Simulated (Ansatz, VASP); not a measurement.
# Two plane-wave programs on BaTiO3

```
CELL_PARAMETERS angstrom
2.90328 1.67621 2.34605
-2.90328 1.67621 2.34605
0.00000 -3.35242 2.34605
ATOMIC_POSITIONS crystal
Ba 0.00268 0.00268 0.00268
Ti 0.51280 0.51280 0.51280
O 0.49032 0.49032 0.98258
O 0.49032 0.98258 0.49032
O 0.98258 0.49032 0.49032
```

Change from the starting cell: strain +0.015 along x and y, +0.000 along z, atoms carried along.

Alike in both runs: task single point; functional PBE; k mesh 6 × 6 × 6; occupations gaussian, width 0.05 eV; no spin polarisation; Hubbard terms Ti d U = 4.0 eV.

```csv
,VASP,Ansatz
version,VASP 6.6.1,Ansatz 0.2.0
potentials or method,"VASP PAW PBE potentials, release 64 (Ba_sv, Ti_sv, O_h), cutoff 1340 eV","scalar-relativistic, plane waves, PAW"
valence electrons in the cell,40,40
```

```tsv
	VASP	Ansatz	Ansatz less VASP
gap on the k mesh at the Fermi level (eV)	2.53	2.54	+0.008
least direct gap on the mesh (eV)	2.98	2.96	-0.019
pressure (GPa)	-1.6	-4.4	-2.87
traceless stress, the component that is largest in VASP (GPa)	2.04	2.23	+0.196
rms of the force components (eV/Å)	0.104	0.107	+0.0030
```

The programs project onto different local orbitals, so the same U acts differently, and such runs can settle in different states. Atom by atom the forces differ by 0.204 eV/Å (rms over components).

Spin-orbit coupling is off throughout.
